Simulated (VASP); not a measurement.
# Ti (Fm-3m) in VASP: settings compared

Aim: see how the results for Ti move with the level of theory and the settings. Levels: HSE06, r2SCAN. Tasks: single point.

Everything below comes from runs of VASP 6.6.1. Logs are shortened: lines on timing, memory, paths and dates and some standing lists are left out, and cuts for length are marked.

**1. The cell of the first run**

Symmetry: Fm-3m, No. 225, cubic system. The conventional cell has a = 4.113 Å, b = 4.113 Å, c = 4.113 Å, α = 90.00°, β = 90.00°, γ = 90.00°. Within 3.8 Å of Ti (site symmetry m-3m) lie 12 Ti at 2.91 Å.

This isn't the form of Ti at room conditions, which is hcp.

**2. Single point, HSE06**

Input file POSCAR:

```
Ti
1.0
    0.0000000000      2.0567135898      2.0567135898
    2.0567135898      0.0000000000      2.0567135898
    2.0567135898      2.0567135898      0.0000000000
Ti
1
Direct
    0.0000000000      0.0000000000      0.0000000000
```

Input file INCAR.step1:

```
SYSTEM = Ti
  PREC = Accurate
  ENCUT = 520
  EDIFF = 1E-5
  ISMEAR = -1
  SIGMA = 0.05
  LREAL = .False.
  LASPH = .True.
  NELM = 100
  ALGO = Normal
  ISIF = 2
  LWAVE = .True.
  LCHARG = .False.
  NBANDS = 12
  GGA = PE
```

Input file INCAR.step2:

```
SYSTEM = Ti
  PREC = Accurate
  ENCUT = 520
  EDIFF = 1E-6
  ISMEAR = -1
  SIGMA = 0.05
  LREAL = .False.
  LASPH = .True.
  NELM = 100
  ALGO = Normal
  ISIF = 2
  LWAVE = .False.
  LCHARG = .False.
  GGA = PE
  LHFCALC = .True.
  HFSCREEN = 0.2079
  PRECFOCK = Normal
  NBANDS = 12
  ISTART = 1
```

Input file KPOINTS:

```
Automatic mesh
0
Gamma
  6 6 6
  0 0 0
```

Potentials or basis: VASP PAW PBE potentials, release 64 (Ti_sv).

Started as:

```
> cat potpaw_PBE.64/Ti_sv/POTCAR > POTCAR
> cp INCAR.step1 INCAR
> mpirun -np 1 vasp_std > vasp.out
> cp INCAR.step2 INCAR
> mpirun -np 1 vasp_std > vasp.out
```

OUTCAR:

```text
SYSTEM = Ti
   PREC = Accurate
   ENCUT = 520
   EDIFF = 1E-6
   ISMEAR = -1
   LREAL = .False.
   LASPH = .True.
   NELM = 100
   ISIF = 2
   GGA = PE
   LHFCALC = .True.
   HFSCREEN = 0.2079
   PRECFOCK = Normal
   ISTART = 1

 ion  position               nearest neighbor table
   1  0.000  0.000  0.000-

  LATTYP: Found a face centered cubic cell.
 ALAT       =     4.1134271796

  Lattice vectors:

 A1 = (   0.0000000000,   2.0567135898,   2.0567135898)
 A2 = (   2.0567135898,   0.0000000000,   2.0567135898)
 A3 = (   2.0567135898,   2.0567135898,   0.0000000000)

Analysis of symmetry for initial positions (statically):
=====================================================================
 Subroutine PRICEL returns:
 Original cell was already a primitive cell.

 Routine SETGRP: Setting up the symmetry group for a
 face centered cubic supercell.

 Subroutine GETGRP returns: Found 48 space group operations
 (whereof 48 operations were pure point group operations)
 out of a pool of 48 trial point group operations.

The static configuration has the point symmetry O_h .

Analysis of symmetry for dynamics (positions and initial velocities):
=====================================================================
 Subroutine PRICEL returns:
 Original cell was already a primitive cell.

 Routine SETGRP: Setting up the symmetry group for a
 face centered cubic supercell.

 Subroutine GETGRP returns: Found 48 space group operations
 (whereof 48 operations were pure point group operations)
 out of a pool of 48 trial point group operations.

The dynamic configuration has the point symmetry O_h .

 Subroutine INISYM returns: Found 48 space group operations
 (whereof 48 operations are pure point group operations),
 and found     1 'primitive' translations

----------------------------------------------------------------------------------------

                                     Primitive cell

  volume of cell :      17.4001

  direct lattice vectors                    reciprocal lattice vectors
     0.000000000  2.056713590  2.056713590    -0.243106285  0.243106285  0.243106285
     2.056713590  0.000000000  2.056713590     0.243106285 -0.243106285  0.243106285
     2.056713590  2.056713590  0.000000000     0.243106285  0.243106285 -0.243106285

  length of vectors
     2.908632253  2.908632253  2.908632253     0.421072437  0.421072437  0.421072437

[... 84 lines left out ...]
   ISMEAR =    -1;   SIGMA  =   0.05  broadening in eV -4-tet -1-fermi 0-gaus
   EFERMI_NEDOS =   21; number of points for ismear=-14 and -15
   IALGO  =     38    algorithm
   IMIX   =      1    mixing-type and parameters
     AMIX     =   0.40;   BMIX     =  1.00
     AMIX_MAG =   1.60;   BMIX_MAG =  1.00
  volume/ion in A,a.u.               =      17.40       117.42
  Fermi-wavevector in a.u.,A,eV,Ry     =   1.446388  2.733277 28.463902  2.092038
  Thomas-Fermi vector in A             =   2.564462
   LORBIT       =      0    0 simple, 1 ext, 2 COOP (PROOUT), +10 PAW based schemes
   GGA     = PE    functional components
   LHFCALC =     T    Hartree Fock is set to
   PRECFOCK=normal    Normal, Fast or Accurate (Low or Medium for compatibility)
   ENCUT4O =  -1.0   cutoff for four orbital integrals eV
   NKREDX  =     1    reduce k-point grid by
   NKREDY  =     1    reduce k-point grid by
   NKREDZ  =     1    reduce k-point grid by
   AEXX    =    0.2500 exact exchange contribution
   HFSCREEN=    0.2079 screening length (either q_TF or 0.3 A-1)
   HFSCREENC=   0.2079 screening length for correlation (either q_TF or 0.3 A-1)
   ENCUTFOCK=  -1.0 apply spherical cutoff to Coloumb kernel
   IVDW    =     0    specifies the selected vdW correction
   LEPSILON=     F    determine dielectric tensor
   LRPA    =     F    only Hartree local field effects (RPA)
 non-spin polarized calculation
  energy-cutoff  :      520.00
  volume of cell :       17.40
 maximum number of plane-waves:       483
 NGX is ok and might be reduce to    24
  NGX = 18; NGY = 18; NGZ = 18

 number of electron      12.0000002 magnetization

 Free energy of the ion-electron system (eV)
  ---------------------------------------------------
  ext. energy  EPLUGINS =         0.00000000
  ---------------------------------------------------
  free energy    TOTEN  =        -9.38197724 eV

  energy without entropy =       -9.37112236  energy(sigma->0) =       -9.37654980

 E-fermi :   8.2055     XC(G=0):  -9.4610

 val. band max:        8.1358616983   @ k =  -0.1667   0.1667   0.0000
 cond. band min:       8.2975486241   @ k =  -0.3333   0.3333   0.0000
 fundamental gap:      0.1616869259
 Fermi energy:         8.2055448836

 k-point     1 :       0.0000    0.0000    0.0000
  band No.  band energies     occupation
      1     -53.4237      2.00000
      2     -27.6040      2.00000
      3     -27.6040      2.00000
      4     -27.6040      2.00000
      5       0.8674      2.00000
      6       9.5931      0.00000
      7       9.5931      0.00000
      8       9.5931      0.00000
      9      11.7286      0.00000
     10      11.7286      0.00000
     11      24.2064      0.00000
     12      28.9305      0.00000
[... 211 lines left out ...]
 k-point    16 :      -0.3333    0.5000    0.1667
  band No.  band energies     occupation
      1     -53.2519      2.00000
      2     -28.1635      2.00000
      3     -27.9481      2.00000
      4     -27.8485      2.00000
      5       6.1085      2.00000
      6       6.7620      2.00000
      7       8.8455      0.00001
      8      11.6397      0.00000
      9      12.8684      0.00000
     10      15.6470      0.00000
     11      18.9791      0.00000
     12      19.6071      0.00000

------------------------ aborting loop because EDIFF is reached ----------------------------------------

  FORCE on cell =-STRESS in cart. coord.  units (eV):
  Direction    XX          YY          ZZ          XY          YZ          ZX
  --------------------------------------------------------------------------------------
  -------------------------------------------------------------------------------------
  Total       -0.1475487     -0.1475487     -0.1475487      0.0000000     -0.0000000     -0.0000000
  in kB      -13.5860932    -13.5860932    -13.5860932      0.0000000     -0.0000000     -0.0000000
  external PRESSURE =     -13.5860932 kB  Pullay stress =       0.0000000 kB

 VOLUME and BASIS-vectors are now :
 -----------------------------------------------------------------------------
  energy-cutoff  :      520.00
  volume of cell :       17.40
      direct lattice vectors                 reciprocal lattice vectors
     0.000000000  2.056713590  2.056713590    -0.243106285  0.243106285  0.243106285
     2.056713590  0.000000000  2.056713590     0.243106285 -0.243106285  0.243106285
     2.056713590  2.056713590  0.000000000     0.243106285  0.243106285 -0.243106285

 POSITION                                       TOTAL-FORCE (eV/Angst)
 -----------------------------------------------------------------------------------
      0.00000      0.00000      0.00000         0.000000      0.000000      0.000000
 -----------------------------------------------------------------------------------
    total drift:                               -0.000000     -0.000001     -0.000001

  FREE ENERGIE OF THE ION-ELECTRON SYSTEM (eV)
  ---------------------------------------------------
  free  energy   TOTEN  =        -9.3819772405 eV

  energy  without entropy=       -9.3711223566  energy(sigma->0) =       -9.37654980
```

It took 14 min on 1 thread of Intel Xeon Platinum 8259CL at 2.50GHz (Skylake/Cascade Lake), shared host; peak memory 0.25 GiB.

Results:

- Free energy: -9.3820 eV
- Pressure: -1.4 GPa
- Band gap on the k mesh: zero (bands 6 and 7 overlap by 1.47 eV)

Levels at points of the mesh, in eV from the Fermi level:
| k point | band 3 | band 4 | band 5 | band 6 | band 7 | band 8 | band 9 | band 10 |
| --- | --- | --- | --- | --- | --- | --- | --- | --- |
| (0.00, 0.00, 0.00) | -35.81 | -35.81 | -7.34 | 1.39 | 1.39 | 1.39 | 3.52 | 3.52 |
| (0.50, 0.00, 0.00) | -35.89 | -35.89 | -3.18 | 0.21 | 1.41 | 1.41 | 4.44 | 4.44 |
| (0.50, 0.50, 0.00) | -36.04 | -36.04 | -2.94 | -2.17 | 2.95 | 4.65 | 4.67 | 4.67 |

Caveat: the k points lie up to 0.44 Å⁻¹ apart, too coarse for converged energies and pressures of a metal; the PAW data sets were made with another functional, which shifts forces and pressure a little.

**3. Single point, HSE06**

This run uses another cell than the first one, of 17.73 Å³/atom.

Input file POSCAR:

```
Ti
1.0
    0.0000000000      2.0698140295      2.0698140295
    2.0698140295      0.0000000000      2.0698140295
    2.0698140295      2.0698140295      0.0000000000
Ti
1
Direct
    0.0000000000      0.0000000000      0.0000000000
```

Input file INCAR.step1:

```
SYSTEM = Ti
PREC     = Accurate       ! precision mode
ENCUT    = 520            ! plane-wave cutoff, eV
EDIFF    = 1E-5           ! SCF threshold, eV
ISMEAR   = -1             ! smearing method
SIGMA    = 0.05           ! smearing width, eV
LREAL    = .FALSE.        ! projectors in reciprocal space
LASPH    = .TRUE.         ! aspherical terms in the spheres
NELM     = 100            ! most SCF steps
ALGO     = Normal         ! electronic algorithm
ISIF     = 2              ! what is computed and relaxed
LWAVE    = .TRUE.         ! write WAVECAR
GGA      = PE             ! functional
NBANDS   = 12             ! bands
```

Input file INCAR.step2:

```
SYSTEM = Ti
PREC     = Accurate       ! precision mode
ENCUT    = 520            ! plane-wave cutoff, eV
EDIFF    = 1E-6           ! SCF threshold, eV
ISMEAR   = -1             ! smearing method
SIGMA    = 0.05           ! smearing width, eV
LREAL    = .FALSE.        ! projectors in reciprocal space
LASPH    = .TRUE.         ! aspherical terms in the spheres
NELM     = 100            ! most SCF steps
ALGO     = Normal         ! electronic algorithm
ISIF     = 2              ! what is computed and relaxed
LWAVE    = .FALSE.        ! write WAVECAR
LCHARG   = .TRUE.         ! write CHGCAR
GGA      = PE             ! functional
LHFCALC  = .TRUE.         ! exact exchange
HFSCREEN = 0.2079         ! screening, 1/A
PRECFOCK = Normal       
LELF     = .TRUE.         ! ELF
LVHAR    = .TRUE.       
ISTART   = 1            
NBANDS   = 12             ! bands
```

Input file KPOINTS:

```
Automatic mesh
0
G
  6 6 6
  0 0 0
```

Potentials or basis: VASP PAW PBE potentials, release 64 (Ti_sv).

Started as:

```
> cat potpaw_PBE.64/Ti_sv/POTCAR > POTCAR
> cp INCAR.step1 INCAR
> mpirun -np 1 vasp_std > vasp.out
> cp INCAR.step2 INCAR
> mpirun -np 1 vasp_std > vasp.out
```

OUTCAR:

```text
SYSTEM = Ti
   PREC = Accurate
   ENCUT = 520
   EDIFF = 1E-6
   ISMEAR = -1
   LREAL = .FALSE.
   LASPH = .TRUE.
   NELM = 100
   ISIF = 2
   GGA = PE
   LHFCALC = .TRUE.
   HFSCREEN = 0.2079
   PRECFOCK = Normal
   ISTART = 1

 ion  position               nearest neighbor table
   1  0.000  0.000  0.000-

  LATTYP: Found a face centered cubic cell.
 ALAT       =     4.1396280590

[... 418 lines left out ...]
      8      11.3812      0.00000
      9      12.5645      0.00000
     10      15.2872      0.00000
     11      18.5856      0.00000
     12      19.1734      0.00000

------------------------ aborting loop because EDIFF is reached ----------------------------------------

  FORCE on cell =-STRESS in cart. coord.  units (eV):
  Direction    XX          YY          ZZ          XY          YZ          ZX
  --------------------------------------------------------------------------------------
  -------------------------------------------------------------------------------------
  Total       -0.3937745     -0.3937745     -0.3937745      0.0000000      0.0000000      0.0000000
  in kB      -35.5741185    -35.5741185    -35.5741185      0.0000000      0.0000000      0.0000000
  external PRESSURE =     -35.5741185 kB  Pullay stress =       0.0000000 kB

 VOLUME and BASIS-vectors are now :
 -----------------------------------------------------------------------------
  energy-cutoff  :      520.00
  volume of cell :       17.73
      direct lattice vectors                 reciprocal lattice vectors
     0.000000000  2.069814029  2.069814029    -0.241567596  0.241567596  0.241567596
     2.069814029  0.000000000  2.069814029     0.241567596 -0.241567596  0.241567596
     2.069814029  2.069814029  0.000000000     0.241567596  0.241567596 -0.241567596

 POSITION                                       TOTAL-FORCE (eV/Angst)
 -----------------------------------------------------------------------------------
      0.00000      0.00000      0.00000         0.000000     -0.000000     -0.000000
 -----------------------------------------------------------------------------------
    total drift:                               -0.000000     -0.000000     -0.000000

  FREE ENERGIE OF THE ION-ELECTRON SYSTEM (eV)
  ---------------------------------------------------
  free  energy   TOTEN  =        -9.3771448718 eV

  energy  without entropy=       -9.3654624438  energy(sigma->0) =       -9.37130366
```

OSZICAR.step1:

```text
N       E                     dE             d eps       ncg     rms          rms(c)
DAV:   1     0.857985841956E+02    0.85799E+02   -0.65425E+03   384   0.124E+03
DAV:   2    -0.402000432584E+01   -0.89819E+02   -0.87539E+02   384   0.297E+02
DAV:   3    -0.868749183347E+01   -0.46675E+01   -0.45667E+01   536   0.667E+01
DAV:   4    -0.882695680598E+01   -0.13946E+00   -0.13935E+00   452   0.102E+01
DAV:   5    -0.883031946148E+01   -0.33627E-02   -0.33623E-02   424   0.152E+00    0.816E+00
DAV:   6    -0.779066785566E+01    0.10397E+01   -0.20699E+00   400   0.218E+01    0.213E+00
DAV:   7    -0.777334344757E+01    0.17324E-01   -0.93211E-02   468   0.365E+00    0.127E+00
DAV:   8    -0.778096124981E+01   -0.76178E-02   -0.35251E-02   408   0.230E+00    0.120E-01
DAV:   9    -0.778135795717E+01   -0.39671E-03   -0.29614E-03   500   0.577E-01    0.766E-02
DAV:  10    -0.778141776276E+01   -0.59806E-04   -0.16457E-04   416   0.147E-01    0.249E-02
DAV:  11    -0.778139583111E+01    0.21932E-04   -0.27858E-05   440   0.624E-02    0.601E-03
DAV:  12    -0.778139595649E+01   -0.12538E-06   -0.81528E-07   232   0.970E-03
   1 F= -.77813960E+01 E0= -.77713983E+01  d E =-.199953E-01
```

It took 14 min on 1 thread of Intel Xeon Platinum 8259CL at 2.50GHz (Skylake/Cascade Lake), shared host; peak memory 0.24 GiB.

What came out:

```yaml
Free_energy: -9.3771 eV
Pressure: -3.6 GPa
Band_gap_on_the_k_mesh: zero (bands 6 and 7 overlap by 1.45 eV)
```

Caveat: the k points lie up to 0.44 Å⁻¹ apart, too coarse for converged energies and pressures of a metal; the PAW data sets were made with another functional, which shifts forces and pressure a little.

**4. Single point, r2SCAN (15.73 Å³/atom)**

This run uses another cell than the first one, of 15.73 Å³/atom.

Input file POSCAR:

```
Ti
1.0
    0.0000000000      1.9885598007      1.9885598007
    1.9885598007      0.0000000000      1.9885598007
    1.9885598007      1.9885598007      0.0000000000
Ti
1
Direct
    0.0000000000      0.0000000000      0.0000000000
```

Input file INCAR.step1:

```
PREC = Accurate
ENCUT = 550
ISMEAR = -1
SIGMA = 0.05
LREAL = F
LASPH = T
NELM = 120
NBANDS = 12
GGA = PE
ALGO = Normal
EDIFF = 1E-5
LWAVE = T
LCHARG = F
GGA_COMPAT = F
```

Input file INCAR.step2:

```
PREC = Accurate
ENCUT = 550
EDIFF = 1E-6
ISMEAR = -1
SIGMA = 0.05
LREAL = F
LASPH = T
NELM = 120
ALGO = Normal
ISIF = 2
LWAVE = F
LCHARG = F
METAGGA = R2SCAN
LMIXTAU = T
NBANDS = 12
ISTART = 1
GGA_COMPAT = F
```

Input file KPOINTS:

```
Automatic mesh
0
Gamma
  11 11 11
```

Started as:

```
> cat potpaw_PBE.64/Ti_sv/POTCAR > POTCAR
> cp INCAR.step1 INCAR
> mpirun -np 1 vasp_std > vasp.out
> cp INCAR.step2 INCAR
> mpirun -np 1 vasp_std > vasp.out
```

Wall time 39 s (1 thread of AMD EPYC 9R45 (Zen 5), shared host); peak memory 0.12 GiB.

It converged, with:

```
Free energy            : -12.8214 eV
Pressure               : 13.1 GPa
Band gap on the k mesh : zero (bands 6 and 7 overlap by 1.40 eV)
```

Levels at points of the mesh, in eV from the Fermi level:
```
           k point  band 2  band 3  band 4  band 5  band 6  band 7  band 8  band 9  band 10  band 11
(0.00, 0.00, 0.00)  -33.52  -33.52  -33.52   -6.67    1.08    1.08    1.08    3.13     3.13    16.32
```

Caveat: the cell stands under pressure; the PAW data sets were made with another functional, which shifts forces and pressure a little.

**5. Single point, r2SCAN (16.06 Å³/atom)**

This run uses another cell than the first one, of 16.06 Å³/atom.

Input file POSCAR:

```
Ti
1.0
    0.0000000000      2.0025642044      2.0025642044
    2.0025642044      0.0000000000      2.0025642044
    2.0025642044      2.0025642044      0.0000000000
Ti
1
Direct
    0.0000000000      0.0000000000      0.0000000000
```

Input file INCAR.step1:

```
PREC = Accurate
ENCUT = 550
ISMEAR = -1
SIGMA = 0.05
LREAL = False
LASPH = True
NELM = 120
NBANDS = 12
GGA = PE
ALGO = Normal
EDIFF = 1E-5
LWAVE = True
LCHARG = False
GGA_COMPAT = False
```

Input file INCAR.step2:

```
PREC = Accurate
ENCUT = 550
EDIFF = 1E-6
ISMEAR = -1
SIGMA = 0.05
LREAL = False
LASPH = True
NELM = 120
ALGO = Normal
ISIF = 2
LWAVE = False
LCHARG = True
METAGGA = R2SCAN
LMIXTAU = True
LELF = True
LVHAR = True
NBANDS = 12
ISTART = 1
GGA_COMPAT = False
```

Input file KPOINTS:

```
regular mesh
0
Gamma
  11 11 11
```

Started as:

```
> cat potpaw_PBE.64/Ti_sv/POTCAR > POTCAR
> cp INCAR.step1 INCAR
> mpirun -np 1 vasp_std > vasp.out
> cp INCAR.step2 INCAR
> mpirun -np 1 vasp_std > vasp.out
```

It took 39 s on 1 thread of AMD EPYC 9R45 (Zen 5), shared host; peak memory 0.12 GiB.

It converged, with:

| Property | Result |
| --- | --- |
| Free energy | -12.8458 eV |
| Pressure | 10.1 GPa |
| Band gap on the k mesh | zero (bands 6 and 7 overlap by 1.38 eV) |

Levels at points of the mesh, in eV from the Fermi level:
```csv
k point,band 2,band 3,band 4,band 5,band 6,band 7,band 8,band 9,band 10,band 11
"(0.00, 0.00, 0.00)",-33.58,-33.58,-33.58,-6.63,1.07,1.07,1.07,3.06,3.06,16.21
```

Caveat: the cell stands under pressure; the PAW data sets were made with another functional, which shifts forces and pressure a little.

**6. Overview**

```csv
level,cell,k mesh,cutoff (eV),grid for exact exchange (PRECFOCK),share of exact exchange,screening parameter,gap on the mesh (eV),pressure (GPa)
HSE06,"a = 2.909 Å, angles 60.0°, 1 atom",6 × 6 × 6,520,Normal,0.25,0.2079 1/Å,none,-1.4
HSE06,"a = 2.927 Å, angles 60.0°, 1 atom",6 × 6 × 6,520,Normal,0.25,0.2079 1/Å,none,-3.6
r2SCAN,"a = 2.812 Å, angles 60.0°, 1 atom",11 × 11 × 11,550,-,-,-,none,13.1
r2SCAN,"a = 2.832 Å, angles 60.0°, 1 atom",11 × 11 × 11,550,-,-,-,none,10.1
```

Alike in all rows: task single point; potentials or basis VASP PAW PBE potentials, release 64 (Ti_sv); no spin polarisation; smearing fermi-dirac 0.05 eV.

Caveats: some runs use coarse meshes; the PAW data sets were made with another functional, which shifts forces and pressure a little; the cell stands under pressure (at least some runs).

Absolute energies hang on the potentials; compare differences alone.
